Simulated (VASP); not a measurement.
# Cu (I4/mmm) in VASP: further runs

The runs below take Cu through single point, with r2SCAN.

All numbers are computed with VASP 6.6.1; they aren't measurements. Logs are shortened: lines on timing, memory, paths and dates and some standing lists are left out, and cuts for length are marked.

### 1 The cell of the first run

Symmetry: I4/mmm, No. 139, tetragonal system. The conventional cell has a = 2.556 Å, b = 2.556 Å, c = 3.543 Å, α = 90.00°, β = 90.00°, γ = 90.00°. Cu (site symmetry 4/mmm) has 12 Cu at 2.53 to 2.56 Å within 3.3 Å.

### 2 Single point, r2SCAN (strain -0.0200 x Voigt [1, 0, 0, 0, 0, 0])

POSCAR reads:

```
Cu
1.0
    0.0000000000      1.8075000000      1.8075000000
    1.7713500000      0.0000000000      1.8075000000
    1.7713500000      1.8075000000      0.0000000000
Cu
1
Direct
    0.0000000000      0.0000000000      0.0000000000
```

INCAR.step1 reads:

```
SYSTEM = Cu
PREC = Accurate ; ENCUT = 520
ISMEAR = 0 ; SIGMA = 0.15
LREAL = .False. ; LASPH = .True.
NELM = 100 ; NBANDS = 12
GGA = PE ; ALGO = Normal
EDIFF = 1E-4 ; LWAVE = .True.
LCHARG = .False.
```

INCAR.step2 reads:

```
SYSTEM = Cu
PREC = Accurate ; ENCUT = 520
EDIFF = 1E-7 ; ISMEAR = 0
SIGMA = 0.15 ; LREAL = .False.
LASPH = .True. ; NELM = 100
ALGO = Normal ; ISIF = 2
LWAVE = .False. ; LCHARG = .False.
METAGGA = R2SCAN ; LMIXTAU = .True.
NBANDS = 12 ; ISTART = 1
```

KPOINTS reads:

```
Automatic mesh
0
Gamma
  22 22 22
  0 0 0
```

Potentials or basis: VASP PAW PBE potentials, release 64 (Cu).

Launch:

```bash
cat potpaw_PBE.64/Cu/POTCAR > POTCAR
cp INCAR.step1 INCAR
mpirun -np 1 vasp_std > vasp.out
cp INCAR.step2 INCAR
mpirun -np 1 vasp_std > vasp.out
```

OUTCAR:

```text
SYSTEM = Cu
   PREC = Accurate
   ENCUT = 520
   EDIFF = 1E-7
   ISMEAR = 0
   LREAL = .False.
   LASPH = .True.
   NELM = 100
   ISIF = 2
   METAGGA = R2SCAN
   ISTART = 1

 ion  position               nearest neighbor table
   1  0.000  0.000  0.000-

  LATTYP: Found a body centered tetragonal cell.
 ALAT       =     2.5561910140
 C/A-ratio  =     1.3859292911

  Lattice vectors:

 A1 = (  -1.7713500000,   0.0000000000,  -1.8075000000)
 A2 = (  -1.7713500000,   0.0000000000,   1.8075000000)
 A3 = (   1.7713500000,   1.8075000000,   0.0000000000)

Analysis of symmetry for initial positions (statically):
=====================================================================
 Subroutine PRICEL returns:
 Original cell was already a primitive cell.

 Routine SETGRP: Setting up the symmetry group for a
 body centered tetragonal supercell.

 Subroutine GETGRP returns: Found 16 space group operations
 (whereof 16 operations were pure point group operations)
 out of a pool of 16 trial point group operations.

The static configuration has the point symmetry D_4h.

Analysis of symmetry for dynamics (positions and initial velocities):
=====================================================================
 Subroutine PRICEL returns:
 Original cell was already a primitive cell.

 Routine SETGRP: Setting up the symmetry group for a
 body centered tetragonal supercell.

 Subroutine GETGRP returns: Found 16 space group operations
 (whereof 16 operations were pure point group operations)
 out of a pool of 16 trial point group operations.

The dynamic configuration has the point symmetry D_4h.

 Subroutine INISYM returns: Found 16 space group operations
 (whereof 16 operations are pure point group operations),
 and found     1 'primitive' translations

----------------------------------------------------------------------------------------

                                     Primitive cell

  volume of cell :      11.5742

  direct lattice vectors                    reciprocal lattice vectors
     0.000000000  1.807500000  1.807500000    -0.282270585  0.276625173  0.276625173
     1.771350000  0.000000000  1.807500000     0.282270585 -0.276625173  0.276625173
     1.771350000  1.807500000  0.000000000     0.282270585  0.276625173 -0.276625173

  length of vectors
     2.556191014  2.530758201  2.530758201     0.482410256  0.482410256  0.482410256

  position of ions in fractional coordinates (direct lattice)
     0.000000000  0.000000000  0.000000000

[... 76 lines left out ...]
   LREAL  =      F    real-space projection
   EDIFFG = 0.1E-05   stopping-criterion for IOM
   NSW    =      0    number of steps for IOM
   IBRION =     -1    ionic relax: 0-MD 1-quasi-New 2-CG
   NFREE  =      0    steps in history (QN), initial steepest desc. (CG)
   ISIF   =      2    stress and relaxation
   ISYM   =      2    0-nonsym 1-usesym 2-fastsym
   POTIM  = 0.5000    time-step for ionic-motion
   TEBEG  =    0.0;   TEEND  =   0.0 temperature during run
   PSTRESS=    0.0 pullay stress
   NELECT =      11.0000    total number of electrons
   NUPDOWN=      -1.0000    fix difference up-down
   EMIN   =  10.00;   EMAX   =-10.00  energy-range for DOS
   EFERMI =   0.00;   METHOD = LEGACY
   ISMEAR =     0;   SIGMA  =   0.15  broadening in eV -4-tet -1-fermi 0-gaus
   EFERMI_NEDOS =   21; number of points for ismear=-14 and -15
   IALGO  =     38    algorithm
   IMIX   =      4    mixing-type and parameters
     AMIX     =   0.40;   BMIX     =  1.00
     AMIX_MAG =   1.60;   BMIX_MAG =  1.00
  volume/ion in A,a.u.               =      11.57        78.11
  Fermi-wavevector in a.u.,A,eV,Ry     =   1.609566  3.041638 35.248641  2.590702
  Thomas-Fermi vector in A             =   2.705255
   LORBIT       =      0    0 simple, 1 ext, 2 COOP (PROOUT), +10 PAW based schemes
   METAGGA = R2SCAN    functional components
   LHFCALC =     F    Hartree Fock is set to
   AEXX    =    0.0000 exact exchange contribution
   IVDW    =     0    specifies the selected vdW correction
   LEPSILON=     F    determine dielectric tensor
   LRPA    =     F    only Hartree local field effects (RPA)
 non-spin polarized calculation
 Gauss-broadening in eV      SIGMA  =   0.15
  energy-cutoff  :      520.00
  volume of cell :       11.57
 maximum number of plane-waves:       327
   NGX =  9   NGY =  9   NGZ =  9

 number of electron      11.0000009 magnetization

 Free energy of the ion-electron system (eV)
  ---------------------------------------------------
  ext. energy  EPLUGINS =         0.00000000
  ---------------------------------------------------
  free energy    TOTEN  =       -10.82840889 eV

  energy without entropy =      -10.82588381  energy(sigma->0) =      -10.82714635

 E-fermi :   7.6460     XC(G=0): -13.8805

 val. band max:        7.6440027031   @ k =  -0.2727   0.2273   0.1364
 cond. band min:       7.6555743193   @ k =   0.4545   0.3182   0.0000
 fundamental gap:      0.0115716162
 Fermi energy:         7.6459532254

 k-point     1 :       0.0000    0.0000    0.0000
  band No.  band energies     occupation
      1      -2.1798      2.00000
      2       4.4171      2.00000
      3       4.4171      2.00000
      4       4.5165      2.00000
      5       5.2407      2.00000
      6       5.3393      2.00000
      7      31.2074      0.00000
      8      34.3592      0.00000
      9      34.3595      0.00000
     10      34.4715      0.00000
     11      36.7643      0.00000
     12      36.8213      0.00000
[... 331 lines left out ...]
 k-point    24 :      -0.4545    0.0455   -0.0000
  band No.  band energies     occupation
      1       2.3221      2.00000
      2       4.3396      2.00000
      3       4.4703      2.00000
      4       5.5659      2.00000
      5       5.8581      2.00000
      6       6.7833      2.00000
      7      12.0095      0.00000
      8      28.6959      0.00000
      9      30.2780      0.00000
     10      31.2978      0.00000
     11      34.4819      0.00000
     12      35.2098      0.00000

 [... further k-points ...]
[... 5 lines left out ...]
  --------------------------------------------------------------------------------------
  -------------------------------------------------------------------------------------
  Total       -0.0347869     -0.1177185     -0.1177185      0.0000000      0.0000000     -0.0000000
  in kB       -4.8154346    -16.2953719    -16.2953719      0.0000000      0.0000000     -0.0000000
  external PRESSURE =     -12.4687261 kB  Pullay stress =       0.0000000 kB

 VOLUME and BASIS-vectors are now :
 -----------------------------------------------------------------------------
  energy-cutoff  :      520.00
  volume of cell :       11.57
      direct lattice vectors                 reciprocal lattice vectors
     0.000000000  1.807500000  1.807500000    -0.282270585  0.276625173  0.276625173
     1.771350000  0.000000000  1.807500000     0.282270585 -0.276625173  0.276625173
     1.771350000  1.807500000  0.000000000     0.282270585  0.276625173 -0.276625173

 POSITION                                       TOTAL-FORCE (eV/Angst)
 -----------------------------------------------------------------------------------
      0.00000      0.00000      0.00000         0.000000      0.000000     -0.000000
 -----------------------------------------------------------------------------------
    total drift:                                0.000000      0.000000      0.000000

  FREE ENERGIE OF THE ION-ELECTRON SYSTEM (eV)
  ---------------------------------------------------
  free  energy   TOTEN  =       -10.8284088882 eV

  energy  without entropy=      -10.8258838053  energy(sigma->0) =      -10.82714635
```

Wall time 9.5 min (1 thread of Intel Xeon 8259CL, shared host); peak memory 0.23 GiB.

What came out:

```
Free energy            : -10.8284 eV
Pressure               : -1.2 GPa
Band gap on the k mesh : zero (an odd number of electrons rules out a gap without spin polarisation)
```

Stress tensor (GPa, compression positive):
```
-0.48  0.00  0.00
 0.00 -1.63  0.00
 0.00  0.00 -1.63
```

Caveat: the cell differs from its parent crystal (strain -0.0200 x Voigt [1, 0, 0, 0, 0, 0]); the PAW data sets were made with another functional, which shifts forces and pressure a little.

(Part 1 of 2 ends here.)
